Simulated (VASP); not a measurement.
# Ca (P6_3/mmc) in VASP: further runs

Ca is run at these levels: PBE; tasks: single point.

All numbers are computed with VASP 6.6.1; they aren't measurements. Logs are shortened: lines on timing, memory, paths and dates and some standing lists are left out, and cuts for length are marked.

### Step 1. The cell of the first run

Symmetry: P6_3/mmc, No. 194, hexagonal system. Conventional cell: a = 3.662 Å, b = 3.662 Å, c = 6.520 Å, α = 90.00°, β = 90.00°, γ = 120.00°. Within 4.8 Å of Ca (site symmetry -6m2) lie 12 Ca at 3.66 to 3.89 Å.

This isn't the form of Ca at room conditions, which is fcc.

### Step 2. Single point, PBE (strain -0.080 along x and y, +0.000 along z)

The input, INCAR:

```
PREC     = Accurate       # precision mode
ENCUT    = 520            # plane-wave cutoff, eV
EDIFF    = 1E-6           # SCF threshold, eV
ISMEAR   = 0              # smearing method
SIGMA    = 0.15           # smearing width, eV
LREAL    = F              # projectors in reciprocal space
LASPH    = T              # aspherical terms in the spheres
NELM     = 100            # most SCF steps
ALGO     = Fast           # electronic algorithm
ISIF     = 2              # what is computed and relaxed
LWAVE    = F              # write WAVECAR
LCHARG   = F              # write CHGCAR
GGA      = PE             # functional
NBANDS   = 17             # bands
```

The input, KPOINTS:

```
regular mesh
0
Gamma
  15 15 8
```

The input, POSCAR:

```
Ca
1.0
    3.6615995590      0.0000000000      0.0000000000
   -1.8307997795      3.1710382365      0.0000000000
    0.0000000000      0.0000000000      6.5200000000
Ca
2
Direct
    0.3333333333      0.6666666667      0.2500000000
    0.6666666667      0.3333333333      0.7500000000
```

Potentials or basis: VASP PAW PBE potentials, release 64 (Ca_sv).

Command:

```console
$ cat potpaw_PBE.64/Ca_sv/POTCAR > POTCAR
$ mpirun -np 1 vasp_std > vasp.out
```

OUTCAR:

```text
PREC = Accurate
   ENCUT = 520
   EDIFF = 1E-6
   ISMEAR = 0
   LREAL = F
   LASPH = T
   NELM = 100
   ISIF = 2
   GGA = PE

 ion  position               nearest neighbor table
   1  0.333  0.667  0.250-
   2  0.667  0.333  0.750-

  LATTYP: Found a hexagonal cell.
 ALAT       =     3.6615995590
 C/A-ratio  =     1.7806425566

  Lattice vectors:

 A1 = (   3.6615995590,   0.0000000000,   0.0000000000)
 A2 = (  -1.8307997795,   3.1710382365,   0.0000000000)
 A3 = (   0.0000000000,   0.0000000000,   6.5200000000)

Analysis of symmetry for initial positions (statically):
=====================================================================
 Subroutine PRICEL returns:
 Original cell was already a primitive cell.

 Routine SETGRP: Setting up the symmetry group for a
 hexagonal supercell.

 Subroutine GETGRP returns: Found 24 space group operations
 (whereof 12 operations were pure point group operations)
 out of a pool of 24 trial point group operations.

The static configuration has the point symmetry D_3d.
 The point group associated with its full space group is D_6h.

Analysis of symmetry for dynamics (positions and initial velocities):
=====================================================================
 Subroutine PRICEL returns:
 Original cell was already a primitive cell.

 Routine SETGRP: Setting up the symmetry group for a
 hexagonal supercell.

 Subroutine GETGRP returns: Found 24 space group operations
 (whereof 12 operations were pure point group operations)
 out of a pool of 24 trial point group operations.

The dynamic configuration has the point symmetry D_3d.
 The point group associated with its full space group is D_6h.

 Subroutine INISYM returns: Found 24 space group operations
 (whereof 12 operations are pure point group operations),
 and found     1 'primitive' translations

----------------------------------------------------------------------------------------

                                     Primitive cell

  volume of cell :      75.7042

  direct lattice vectors                    reciprocal lattice vectors
     3.661599559  0.000000000  0.000000000     0.273104687  0.157677064  0.000000000
    -1.830799779  3.171038236  0.000000000     0.000000000  0.315354129  0.000000000
     0.000000000  0.000000000  6.520000000     0.000000000  0.000000000  0.153374233

  length of vectors
[... 75 lines left out ...]
   ICHARG =      2    charge: 1-file 2-atom 10-const
   ISPIN  =      1    spin polarized calculation?
   LNONCOLLINEAR =      F non collinear calculations
   LSORBIT =      F    spin-orbit coupling
   LASPH  =      T    aspherical Exc in radial PAW
   ENCUT  =  520.0 eV  38.22 Ry    6.18 a.u.   6.81  6.81 12.12*2*pi/ulx,y,z
   NELM   =    100;   NELMIN=  2; NELMDL= -5     # of ELM steps
   EDIFF  = 0.1E-05   stopping-criterion for ELM
   LREAL  =      F    real-space projection
   EDIFFG = 0.1E-04   stopping-criterion for IOM
   NSW    =      0    number of steps for IOM
   IBRION =     -1    ionic relax: 0-MD 1-quasi-New 2-CG
   NFREE  =      0    steps in history (QN), initial steepest desc. (CG)
   ISIF   =      2    stress and relaxation
   ISYM   =      2    0-nonsym 1-usesym 2-fastsym
   POTIM  = 0.5000    time-step for ionic-motion
   TEBEG  =    0.0;   TEEND  =   0.0 temperature during run
   PSTRESS=    0.0 pullay stress
   NELECT =      20.0000    total number of electrons
   NUPDOWN=      -1.0000    fix difference up-down
   EMIN   =  10.00;   EMAX   =-10.00  energy-range for DOS
   EFERMI =   0.00;   METHOD = LEGACY
   ISMEAR =     0;   SIGMA  =   0.15  broadening in eV -4-tet -1-fermi 0-gaus
   EFERMI_NEDOS =   21; number of points for ismear=-14 and -15
   IALGO  =     68    algorithm
   IMIX   =      4    mixing-type and parameters
     AMIX     =   0.40;   BMIX     =  1.00
     AMIX_MAG =   1.60;   BMIX_MAG =  1.00
  volume/ion in A,a.u.               =      37.85       255.44
  Fermi-wavevector in a.u.,A,eV,Ry     =   1.050457  1.985075 15.013477  1.103459
  Thomas-Fermi vector in A             =   2.185461
   LORBIT       =      0    0 simple, 1 ext, 2 COOP (PROOUT), +10 PAW based schemes
   GGA     = PE    functional components
   LHFCALC =     F    Hartree Fock is set to
   AEXX    =    0.0000 exact exchange contribution
   IVDW    =     0    specifies the selected vdW correction
   LEPSILON=     F    determine dielectric tensor
   LRPA    =     F    only Hartree local field effects (RPA)
 non-spin polarized calculation
 RMM-DIIS sequential band-by-band and
 Gauss-broadening in eV      SIGMA  =   0.15
  energy-cutoff  :      520.00
  volume of cell :       75.70
 maximum number of plane-waves:      2055
 NGX is ok and might be reduce to    28
   NGX = 13   NGY = 13   NGZ = 25

 number of electron      20.0000004 magnetization

 Free energy of the ion-electron system (eV)
  ---------------------------------------------------
  ext. energy  EPLUGINS =         0.00000000
  ---------------------------------------------------
  free energy    TOTEN  =        -3.76332908 eV

  energy without entropy =       -3.74051748  energy(sigma->0) =       -3.75192328

 E-fermi :   2.4432     XC(G=0):  -8.0773

 val. band max:        2.4392842993   @ k =   0.2000   0.0000   0.1250
 cond. band min:       2.4459298517   @ k =   0.3333   0.2667   0.1250
 fundamental gap:      0.0066455524
 Fermi energy:         2.4431583893

 k-point     1 :       0.0000    0.0000    0.0000
  band No.  band energies     occupation
      1     -39.3609      2.00000
      2     -39.3458      2.00000
      3     -20.4156      2.00000
      4     -20.2750      2.00000
      5     -20.2750      2.00000
      6     -20.2586      2.00000
[... 457 lines left out ...]
      4     -20.4388      2.00000
      5     -20.3730      2.00000
      6     -20.3471      2.00000
[... 9 lines left out ...]
     16       6.1708      0.00000
     17       6.4665      0.00000

 [... further k-points ...]
[... 5 lines left out ...]
  --------------------------------------------------------------------------------------
  -------------------------------------------------------------------------------------
  Total        1.6497412      1.6497412      0.0421042     -0.0000000      0.0000000      0.0000000
  in kB       34.9145529     34.9145529      0.8910780     -0.0000000      0.0000000      0.0000000
  external PRESSURE =      23.5733946 kB  Pullay stress =       0.0000000 kB

 VOLUME and BASIS-vectors are now :
 -----------------------------------------------------------------------------
  energy-cutoff  :      520.00
  volume of cell :       75.70
      direct lattice vectors                 reciprocal lattice vectors
     3.661599559  0.000000000  0.000000000     0.273104687  0.157677064  0.000000000
    -1.830799779  3.171038236  0.000000000     0.000000000  0.315354129  0.000000000
     0.000000000  0.000000000  6.520000000     0.000000000  0.000000000  0.153374233

 POSITION                                       TOTAL-FORCE (eV/Angst)
 -----------------------------------------------------------------------------------
     -0.00000      2.11403      1.63000        -0.000000      0.000000     -0.000000
      1.83080      1.05701      4.89000         0.000000     -0.000000      0.000000
 -----------------------------------------------------------------------------------
    total drift:                               -0.000000      0.000000     -0.000000

  FREE ENERGIE OF THE ION-ELECTRON SYSTEM (eV)
  ---------------------------------------------------
  free  energy   TOTEN  =        -3.7633290754 eV

  energy  without entropy=       -3.7405174799  energy(sigma->0) =       -3.75192328
```

OSZICAR:

```text
N       E                     dE             d eps       ncg     rms          rms(c)
DAV:   1     0.173513868948E+03    0.17351E+03   -0.10256E+04  4598   0.108E+03
DAV:   2     0.535684439086E+01   -0.16816E+03   -0.16611E+03  5230   0.320E+02
DAV:   3    -0.352741988387E+01   -0.88843E+01   -0.88283E+01  8864   0.544E+01
DAV:   4    -0.378803663102E+01   -0.26062E+00   -0.26024E+00  5568   0.101E+01
DAV:   5    -0.380057934960E+01   -0.12543E-01   -0.12537E-01  7761   0.138E+00    0.294E+00
RMM:   6    -0.377286841281E+01    0.27711E-01   -0.22987E-02  4829   0.147E+00    0.183E+00
RMM:   7    -0.376343868735E+01    0.94297E-02   -0.47381E-02  5169   0.235E+00    0.158E-01
RMM:   8    -0.376280769277E+01    0.63099E-03   -0.12163E-02  5722   0.114E+00    0.395E-02
RMM:   9    -0.376321670894E+01   -0.40902E-03   -0.45384E-03  7062   0.536E-01    0.489E-02
RMM:  10    -0.376330182262E+01   -0.85114E-04   -0.74098E-04  7007   0.177E-01    0.625E-02
RMM:  11    -0.376331518479E+01   -0.13362E-04   -0.37446E-04  7105   0.149E-01    0.256E-02
RMM:  12    -0.376332407017E+01   -0.88854E-05   -0.11056E-04  7680   0.560E-02    0.204E-02
RMM:  13    -0.376332788032E+01   -0.38102E-05   -0.34667E-05  6957   0.235E-02    0.572E-03
RMM:  14    -0.376332847576E+01   -0.59543E-06   -0.11208E-05  6196   0.140E-02    0.534E-03
RMM:  15    -0.376332907542E+01   -0.59966E-06   -0.54209E-06  5363   0.780E-03
   1 F= -.37633291E+01 E0= -.37519233E+01  d E =-.228116E-01
```

Run time: 73 s. Hardware: 1 thread of Intel Xeon 6975P-C (Granite Rapids), shared host; peak memory 0.28 GiB.

What came out:

- Free energy: -3.7633 eV
- Pressure: 2.4 GPa
- Band gap on the k mesh: zero (bands 10 and 11 overlap by 0.77 eV)

Levels at points of the mesh, in eV from the Fermi level:
```
           k point  band 7  band 8  band 9  band 10  band 11  band 12  band 13  band 14
(0.00, 0.00, 0.00)  -22.70  -22.70   -4.25    -1.36    -0.46     2.02     2.49     2.49
(0.00, 0.00, 0.50)  -22.71  -22.71   -3.27    -3.27     1.14     1.14     2.52     2.52
```

Caveat: the cell differs from its parent crystal (strain -0.080 along x and y, +0.000 along z).

### Step 3. Single point, PBE (strain -0.080 along x and y, -0.080 along z)

The input, INCAR:

```
SYSTEM = Ca
ALGO = Fast
EDIFF = 1E-7
ENCUT = 520
GGA = PE
ISIF = 2
ISMEAR = 0
LASPH = .TRUE.
LCHARG = .FALSE.
LREAL = .FALSE.
LWAVE = .FALSE.
NBANDS = 17
NELM = 100
PREC = Accurate
SIGMA = 0.15
```

The input, KPOINTS:

```
k-points
0
G
  15 15 8
  0 0 0
```

POSCAR, as its differences from that of step 2:

```diff
@@ -4,3 +4,3 @@
    -1.8307997795      3.1710382365      0.0000000000
-    0.0000000000      0.0000000000      6.5200000000
+    0.0000000000      0.0000000000      5.9984000000
 Ca
```

Potentials or basis: VASP PAW PBE potentials, release 64 (Ca_sv).

Command:

```console
$ cat potpaw_PBE.64/Ca_sv/POTCAR > POTCAR
$ mpirun -np 1 vasp_std > vasp.out
```

OUTCAR:

```text
SYSTEM = Ca
   EDIFF = 1E-7
   ENCUT = 520
   GGA = PE
   ISIF = 2
   ISMEAR = 0
   LASPH = .TRUE.
   LREAL = .FALSE.
   NELM = 100
   PREC = Accurate

 ion  position               nearest neighbor table
   1  0.333  0.667  0.250-
   2  0.667  0.333  0.750-

  LATTYP: Found a hexagonal cell.
 ALAT       =     3.6615995590
 C/A-ratio  =     1.6381911521

  Lattice vectors:

 A1 = (   3.6615995590,   0.0000000000,   0.0000000000)
 A2 = (  -1.8307997795,   3.1710382365,   0.0000000000)
[... 193 lines left out ...]
      5     -19.7026      2.00000
      6     -19.6668      2.00000
[... 457 lines left out ...]
      4     -19.8519      2.00000
      5     -19.8052      2.00000
      6     -19.7853      2.00000
[... 9 lines left out ...]
     16       7.0647      0.00000
     17       7.5369      0.00000

 [... further k-points ...]
[... 5 lines left out ...]
  --------------------------------------------------------------------------------------
  -------------------------------------------------------------------------------------
  Total        1.9504304      1.9504304      2.2148313      0.0000000     -0.0000000     -0.0000000
  in kB       44.8676461     44.8676461     50.9499181      0.0000000     -0.0000000     -0.0000000
  external PRESSURE =      46.8950701 kB  Pullay stress =       0.0000000 kB

 VOLUME and BASIS-vectors are now :
 -----------------------------------------------------------------------------
  energy-cutoff  :      520.00
  volume of cell :       69.65
      direct lattice vectors                 reciprocal lattice vectors
     3.661599559  0.000000000  0.000000000     0.273104687  0.157677064  0.000000000
    -1.830799779  3.171038236  0.000000000     0.000000000  0.315354129  0.000000000
     0.000000000  0.000000000  5.998400000     0.000000000  0.000000000  0.166711123

 POSITION                                       TOTAL-FORCE (eV/Angst)
 -----------------------------------------------------------------------------------
     -0.00000      2.11403      1.49960         0.000000     -0.000000     -0.000000
      1.83080      1.05701      4.49880         0.000000      0.000000      0.000000
 -----------------------------------------------------------------------------------
    total drift:                               -0.000000      0.000000      0.000000

  FREE ENERGIE OF THE ION-ELECTRON SYSTEM (eV)
  ---------------------------------------------------
  free  energy   TOTEN  =        -3.6676593023 eV

  energy  without entropy=       -3.6424091446  energy(sigma->0) =       -3.65503422
```

stdout:

```text
POSCAR found type information on POSCAR Ca
 POSCAR found :  1 types and       2 ions
 scaLAPACK will be used
 LDA part: xc-table for (Slater+PW92), standard interpolation
 POSCAR, INCAR and KPOINTS ok, starting setup
 FFT: planning ... GRIDC
 FFT: planning ... GRID_SOFT
 FFT: planning ... GRID
 WAVECAR not read
 entering main loop
WARNING in EDDRMM: call to ZHEGV failed, returncode =   6  3      9
WARNING in EDDRMM: call to ZHEGV failed, returncode =   8  4     10
WARNING in EDDRMM: call to ZHEGV failed, returncode =   8  4      9
WARNING in EDDRMM: call to ZHEGV failed, returncode =   6  3      9
 num prob  num prob  num prob  num prob RMM:  15    -0.366765874484E+01   -0.78736E-06   -0.57616E-06  7056   0.729E-03    0.208E-03
 num prob  num prob  num prob  num prob  num prob  num prob  num prob  num prob  num prob  num prob  num prob  num prob  num prob  num prob  num prob  num prob  num prob  num prob  num prob WARNING in EDDRMM: call to ZHEGV failed, returncode =   6  3     15
 num prob  num prob  num prob  num prob  num prob  num prob  num prob  num prob  num prob  num prob  num prob  num prob  num prob  num prob  num prob  num prob  num prob RMM:  17    -0.366765930235E+01    0.53202E-07   -0.90880E-07  5906   0.384E-03
```

It took 92 s on 1 thread of Intel Xeon 6975P-C (Granite Rapids), shared host; peak memory 0.28 GiB.

Results:

* Free energy: -3.6677 eV
* Pressure: 4.7 GPa
* Band gap on the k mesh: zero (bands 10 and 11 overlap by 0.42 eV)

Stress tensor (GPa, compression positive):
```
4.49 0.00 0.00
0.00 4.49 0.00
0.00 0.00 5.09
```

Levels at points of the mesh, in eV from the Fermi level:
```tsv
k point	band 8	band 9	band 10	band 11	band 12	band 13
(0.00, 0.00, 0.00)	-22.50	-4.42	-1.15	-0.03	2.50	2.51
(0.00, 0.00, 0.50)	-22.53	-3.24	-3.24	1.47	1.47	2.50
```

Caveat: the cell differs from its parent crystal (strain -0.080 along x and y, -0.080 along z); the cell stands under pressure.

[end of part 1 of 2]
